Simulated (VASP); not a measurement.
# YHg (Pm-3m) in VASP: a series of runs

The runs below take YHg through vibrations by perturbation theory, with LDA.

All numbers are computed with VASP 6.6.1; they aren't measurements. Logs are shortened: lines on timing, memory, paths and dates and some standing lists are left out, and cuts for length are marked.

### Step 1. The cell of the first run

It takes space group Pm-3m (No. 221, cubic). Conventional cell: a = 3.624 Å, b = 3.624 Å, c = 3.624 Å, α = 90.00°, β = 90.00°, γ = 90.00°. Within 4.1 Å of Y (site symmetry m-3m) lie 8 Hg at 3.14 Å and 6 Y at 3.62 Å. Within 4.1 Å of Hg (site symmetry m-3m) lie 8 Y at 3.14 Å and 6 Hg at 3.62 Å.

### Step 2. Vibrations by perturbation theory, LDA

Input file INCAR:

```
PREC = Accurate
ENCUT = 520
EDIFF = 1E-8
ISMEAR = -1
SIGMA = 0.15
LREAL = False
LASPH = True
NELM = 60
ALGO = Normal
ISIF = 2
LWAVE = False
LCHARG = False
GGA = CA
IBRION = 8
NSW = 1
```

Input file KPOINTS:

```
regular mesh
0
Gamma
  12 12 12
```

Input file POSCAR:

```
YHg
1.0
    3.6238695547      0.0000000000      0.0000000000
    0.0000000000      3.6238695547      0.0000000000
    0.0000000000      0.0000000000      3.6238695547
Y Hg
1 1
Direct
    0.5000000000      0.5000000000      0.5000000000
    0.0000000000      0.0000000000      0.0000000000
```

Potentials or basis: VASP PAW LDA potentials, release 64 (Y_sv, Hg).

Launch:

```bash
$ cat potpaw_LDA.64/Y_sv/POTCAR potpaw_LDA.64/Hg/POTCAR > POTCAR
$ mpirun -np 1 vasp_std > vasp.out
```

OUTCAR:

```text
PREC = Accurate
   ENCUT = 520
   EDIFF = 1E-8
   ISMEAR = -1
   LREAL = False
   LASPH = True
   NELM = 60
   ISIF = 2
   GGA = CA
   IBRION = 8
   NSW = 1

 ion  position               nearest neighbor table
   1  0.500  0.500  0.500-   2 3.14   2 3.14   2 3.14   2 3.14   2 3.14   2 3.14   2 3.14   2 3.14

   2  0.000  0.000  0.000-   1 3.14   1 3.14   1 3.14   1 3.14   1 3.14   1 3.14   1 3.14   1 3.14

  LATTYP: Found a simple cubic cell.
 ALAT       =     3.6238695547

  Lattice vectors:

 A1 = (   3.6238695547,   0.0000000000,   0.0000000000)
 A2 = (   0.0000000000,   3.6238695547,   0.0000000000)
 A3 = (   0.0000000000,   0.0000000000,   3.6238695547)

Analysis of symmetry for initial positions (statically):
=====================================================================
 Subroutine PRICEL returns:
 Original cell was already a primitive cell.

 Routine SETGRP: Setting up the symmetry group for a
 simple cubic supercell.

 Subroutine GETGRP returns: Found 48 space group operations
 (whereof 48 operations were pure point group operations)
 out of a pool of 48 trial point group operations.

The static configuration has the point symmetry O_h .

Analysis of symmetry for dynamics (positions and initial velocities):
=====================================================================
 Subroutine PRICEL returns:
 Original cell was already a primitive cell.

 Routine SETGRP: Setting up the symmetry group for a
 simple cubic supercell.

 Subroutine GETGRP returns: Found 48 space group operations
 (whereof 48 operations were pure point group operations)
 out of a pool of 48 trial point group operations.

The dynamic configuration has the point symmetry O_h .

 Subroutine INISYM returns: Found 48 space group operations
 (whereof 48 operations are pure point group operations),
 and found     1 'primitive' translations

----------------------------------------------------------------------------------------

                                     Primitive cell

  volume of cell :      47.5902

  direct lattice vectors                    reciprocal lattice vectors
     3.623869555  0.000000000  0.000000000     0.275948123  0.000000000  0.000000000
     0.000000000  3.623869555  0.000000000     0.000000000  0.275948123  0.000000000
     0.000000000  0.000000000  3.623869555     0.000000000  0.000000000  0.275948123

  length of vectors
     3.623869555  3.623869555  3.623869555     0.275948123  0.275948123  0.275948123

  position of ions in fractional coordinates (direct lattice)
     0.500000000  0.500000000  0.500000000
     0.000000000  0.000000000  0.000000000

  ion indices of the primitive-cell ions
   primitive index   ion index
                 1           1
                 2           2

----------------------------------------------------------------------------------------

 KPOINTS: regular mesh

Automatic generation of k-mesh.
 Grid dimensions read from file:
 generate k-points for:   12   12   12

 Generating k-lattice:

  Cartesian coordinates                     Fractional coordinates (reciprocal lattice)
     0.022995677  0.000000000  0.000000000     0.083333333  0.000000000  0.000000000
     0.000000000  0.022995677  0.000000000     0.000000000  0.083333333  0.000000000
     0.000000000  0.000000000  0.022995677     0.000000000  0.000000000  0.083333333

  Length of vectors
     0.022995677  0.022995677  0.022995677

  Shift w.r.t. Gamma in fractional coordinates (k-lattice)
     0.000000000  0.000000000  0.000000000

 Subroutine IBZKPT returns following result:
 ===========================================

[... 78 lines left out ...]
 non-spin polarized calculation
  energy-cutoff  :      520.00
  volume of cell :       47.59
 maximum number of plane-waves:      1328
 NGX is ok and might be reduce to    28
   NGX = 13   NGY = 13   NGZ = 13

--------------------------------------- Ionic step        1  -------------------------------------------

 number of electron      22.9999994 magnetization

 Free energy of the ion-electron system (eV)
  ---------------------------------------------------
  ext. energy  EPLUGINS =         0.00000000
  ---------------------------------------------------
  free energy    TOTEN  =        -9.28135574 eV

  energy without entropy =       -9.14600610  energy(sigma->0) =       -9.21368092

 E-fermi :   4.1473     XC(G=0): -11.0935

 val. band max:        4.1443345313   @ k =   0.5000   0.0000   0.0000
 cond. band min:       4.1519209066   @ k =   0.2500   0.2500   0.0833
 fundamental gap:      0.0075863752
 Fermi energy:         4.1473402083

 k-point     1 :       0.0000    0.0000    0.0000
  band No.  band energies     occupation
      1     -38.5649      2.00000
      2     -18.5730      2.00000
      3     -18.5730      2.00000
      4     -18.5730      2.00000
      5      -4.0659      2.00000
      6      -3.8058      2.00000
      7      -3.8058      2.00000
      8      -3.1547      2.00000
      9      -3.1547      2.00000
     10      -3.1547      2.00000
     11       4.4487      0.23658
     12       4.4487      0.23658
     13       8.2014      0.00000
     14       8.2014      0.00000
[... 401 lines left out ...]
      2     -18.8302      2.00000
      3     -18.7678      2.00000
      4     -18.5289      2.00000
      5      -3.6947      2.00000
      6      -3.6311      2.00000
      7      -3.3939      2.00000
      8      -3.3371      2.00000
      9      -2.9098      2.00000
     10      -0.8776      2.00000
     11       2.6407      1.99991
     12       4.0628      1.27444
     13       5.1851      0.00198
     14       6.5409      0.00000
     15       7.3547      0.00000

 [... further k-points ...]
[... 5 lines left out ...]
  --------------------------------------------------------------------------------------
  -------------------------------------------------------------------------------------
  Total        0.0763495      0.0763495      0.0763495      0.0000000     -0.0000000      0.0000000
  in kB        2.5703920      2.5703920      2.5703920      0.0000000     -0.0000000      0.0000000
  external PRESSURE =       2.5703920 kB  Pullay stress =       0.0000000 kB

 VOLUME and BASIS-vectors are now :
 -----------------------------------------------------------------------------
  energy-cutoff  :      520.00
  volume of cell :       47.59
      direct lattice vectors                 reciprocal lattice vectors
     3.623869555  0.000000000  0.000000000     0.275948123  0.000000000  0.000000000
     0.000000000  3.623869555  0.000000000     0.000000000  0.275948123  0.000000000
     0.000000000  0.000000000  3.623869555     0.000000000  0.000000000  0.275948123

 POSITION                                       TOTAL-FORCE (eV/Angst)
 -----------------------------------------------------------------------------------
      1.81193      1.81193      1.81193         0.000000      0.000000      0.000000
      0.00000      0.00000      0.00000         0.000000      0.000000      0.000000
 -----------------------------------------------------------------------------------
    total drift:                               -0.000000      0.000000      0.000000

  FREE ENERGIE OF THE ION-ELECTRON SYSTEM (eV)
  ---------------------------------------------------
  free  energy   TOTEN  =        -9.2813557388 eV

  energy  without entropy=       -9.1460060978  energy(sigma->0) =       -9.21368092

[... ionic steps 2 to 3 ...]

--------------------------------------- Ionic step        4  -------------------------------------------

------------------------ aborting loop because EDIFF is reached ----------------------------------------

[... ionic steps 5 to 6 ...]

--------------------------------------- Ionic step        7  -------------------------------------------

 Free energy of the ion-electron system (eV)
  ---------------------------------------------------
  ---------------------------------------------------
  free energy    TOTEN  =        -0.37035443 eV

  energy without entropy =       -0.37035441

------------------------ aborting loop because EDIFF is reached ----------------------------------------

 INTERNAL STRAIN TENSOR  FOR ION    2  DIRECTION 1   (eV/Angst):
 -----------------------------------------------------------------------------
     0.00626 -0.00000  0.00000
    -0.00000  0.00319  0.00000
    -0.00000  0.00000  0.00319

 INTERNAL STRAIN TENSOR FOR ION    2 for displacements in x,y,z  (eV/Angst):
          X           Y           Z          XY          YZ          ZX
  --------------------------------------------------------------------------------
  x     0.00000     0.00000     0.00000     0.00000     0.00000     0.00000
  y     0.00000     0.00000     0.00000     0.00000     0.00000     0.00000
  z     0.00000     0.00000     0.00000     0.00000     0.00000     0.00000

 SECOND DERIVATIVES (NOT SYMMETRIZED)
 ------------------------------------
               1X          1Y          1Z          2X          2Y          2Z
  1X    -2.580003    0.000000   -0.000000    2.580003   -0.000000    0.000000
  1Y     0.000000   -2.580003    0.000000   -0.000000    2.580003   -0.000000
  1Z     0.000000   -0.000000   -2.580003   -0.000000    0.000000    2.580003
  2X     2.578370   -0.000000   -0.000000   -2.578370    0.000000    0.000000
  2Y    -0.000000    2.578370   -0.000000    0.000000   -2.578370    0.000000
  2Z    -0.000000   -0.000000    2.578370    0.000000    0.000000   -2.578370

 Eigenvectors and eigenvalues of the dynamical matrix
 ----------------------------------------------------

   1 f  =    3.199040 THz    20.100163 2PiTHz  106.708500 cm-1    13.230162 meV
             X         Y         Z           dx          dy          dz
      1.811935  1.811935  1.811935    -0.832483    0.000026   -0.000000
      0.000000  0.000000  0.000000     0.554050   -0.000017    0.000000
[... 21 lines left out ...]
   6 f/i=    0.000467 THz     0.002934 2PiTHz    0.015578 cm-1     0.001931 meV
             X         Y         Z           dx          dy          dz
      1.811935  1.811935  1.811935     0.553718    0.019184   -0.000000
      0.000000  0.000000  0.000000     0.831984    0.028824    0.000000

--------------------------------------------------------------------------------------------------------

 ELASTIC MODULI CONTR FROM IONIC RELAXATION (kBar)
 Direction    XX          YY          ZZ          XY          YZ          ZX
 --------------------------------------------------------------------------------
 XX           0.0000      0.0000      0.0000      0.0000      0.0000      0.0000
 YY           0.0000      0.0000      0.0000      0.0000      0.0000      0.0000
 ZZ           0.0000      0.0000      0.0000      0.0000      0.0000      0.0000
 XY           0.0000      0.0000      0.0000      0.0000      0.0000      0.0000
 YZ           0.0000      0.0000      0.0000      0.0000      0.0000      0.0000
 ZX           0.0000      0.0000      0.0000      0.0000      0.0000      0.0000
 --------------------------------------------------------------------------------
```

It took 15 min on 1 thread of Intel Xeon 8259CL, shared host; peak memory 0.45 GiB.

Results:

```
Highest phonon frequency at Γ : 107 cm⁻¹
```

Phonon frequencies in cm⁻¹ (negative: imaginary):
| q point | frequencies |
| --- | --- |
| (0.000, 0.000, 0.000) | 0 0 0 107 107 107 |

Caveat: spin-orbit coupling is left out, which moves the levels of the heavy elements.

### Step 3. Vibrations by perturbation theory, LDA

This run uses another cell than the first one, of 20.76 Å³/atom.

Input file INCAR:

```
  PREC = Accurate
  ENCUT = 520
  EDIFF = 1E-8
  ISMEAR = -1
  SIGMA = 0.15
  LREAL = F
  LASPH = T
  NELM = 60
  ALGO = Fast
  ISIF = 2
  LWAVE = F
  LCHARG = F
  GGA = CA
  NBANDS = 18
  IBRION = 8
  NSW = 1
```

Input file KPOINTS:

```
Automatic mesh
0
Gamma
  12 12 12
```

Input file POSCAR:

```
YHg
1.0
    3.4624980072      0.0000000000      0.0000000000
    0.0000000000      3.4624980072      0.0000000000
    0.0000000000      0.0000000000      3.4624980072
Y Hg
1 1
Direct
    0.5000000000      0.5000000000      0.5000000000
    0.0000000000      0.0000000000      0.0000000000
```

Potentials or basis: VASP PAW LDA potentials, release 64 (Y_sv, Hg).

Launch:

```bash
$ cat potpaw_LDA.64/Y_sv/POTCAR potpaw_LDA.64/Hg/POTCAR > POTCAR
$ mpirun -np 1 vasp_std > vasp.out
```

OUTCAR:

```text
PREC = Accurate
   ENCUT = 520
   EDIFF = 1E-8
   ISMEAR = -1
   LREAL = F
   LASPH = T
   NELM = 60
   ISIF = 2
   GGA = CA
   IBRION = 8
   NSW = 1

 ion  position               nearest neighbor table
   1  0.500  0.500  0.500-   2 3.00   2 3.00   2 3.00   2 3.00   2 3.00   2 3.00   2 3.00   2 3.00

   2  0.000  0.000  0.000-   1 3.00   1 3.00   1 3.00   1 3.00   1 3.00   1 3.00   1 3.00   1 3.00

  LATTYP: Found a simple cubic cell.
 ALAT       =     3.4624980072

  Lattice vectors:
[... 761 lines left out ...]
               1X          1Y          1Z          2X          2Y          2Z
  1X    -4.957980   -0.000000    0.000000    4.957980    0.000000    0.000000
  1Y     0.000000   -4.957980   -0.000000    0.000000    4.957980    0.000000
  1Z    -0.000000   -0.000000   -4.957980    0.000000    0.000000    4.957980
  2X     4.956649    0.000000   -0.000000   -4.956649   -0.000000    0.000000
  2Y     0.000000    4.956649    0.000000   -0.000000   -4.956649   -0.000000
  2Z    -0.000000   -0.000000    4.956649    0.000000    0.000000   -4.956649

 Eigenvectors and eigenvalues of the dynamical matrix
 ----------------------------------------------------

   1 f  =    4.434926 THz    27.865459 2PiTHz  147.933192 cm-1    18.341370 meV
             X         Y         Z           dx          dy          dz
      1.731249  1.731249  1.731249     0.000000    0.832437    0.000000
      0.000000  0.000000  0.000000    -0.000000   -0.554120    0.000000
[... 21 lines left out ...]
   6 f/i=    0.000275 THz     0.001725 2PiTHz    0.009160 cm-1     0.001136 meV
             X         Y         Z           dx          dy          dz
      1.731249  1.731249  1.731249    -0.534004    0.147949    0.000000
      0.000000  0.000000  0.000000    -0.802217    0.222259    0.000000

--------------------------------------------------------------------------------------------------------

 ELASTIC MODULI CONTR FROM IONIC RELAXATION (kBar)
 Direction    XX          YY          ZZ          XY          YZ          ZX
 --------------------------------------------------------------------------------
 XX           0.0000      0.0000      0.0000      0.0000      0.0000      0.0000
 YY           0.0000      0.0000      0.0000      0.0000      0.0000      0.0000
 ZZ           0.0000      0.0000      0.0000      0.0000      0.0000      0.0000
 XY           0.0000      0.0000      0.0000      0.0000      0.0000      0.0000
 YZ           0.0000      0.0000      0.0000      0.0000      0.0000      0.0000
 ZX           0.0000      0.0000      0.0000      0.0000      0.0000      0.0000
 --------------------------------------------------------------------------------
```

Run time: 26 min. Hardware: 1 thread of Oxide Virtual Turin-like, shared host; peak memory 0.41 GiB.

What came out:

```yaml
Highest_phonon_frequency_at_Γ: 148 cm⁻¹
```

Phonon frequencies in cm⁻¹ (negative: imaginary):
```tsv
q point	frequencies
(0.000, 0.000, 0.000)	0 0 0 148 148 148
```

Caveat: the cell stands under pressure or tension, which shifts response properties; spin-orbit coupling is left out, which moves the levels of the heavy elements.
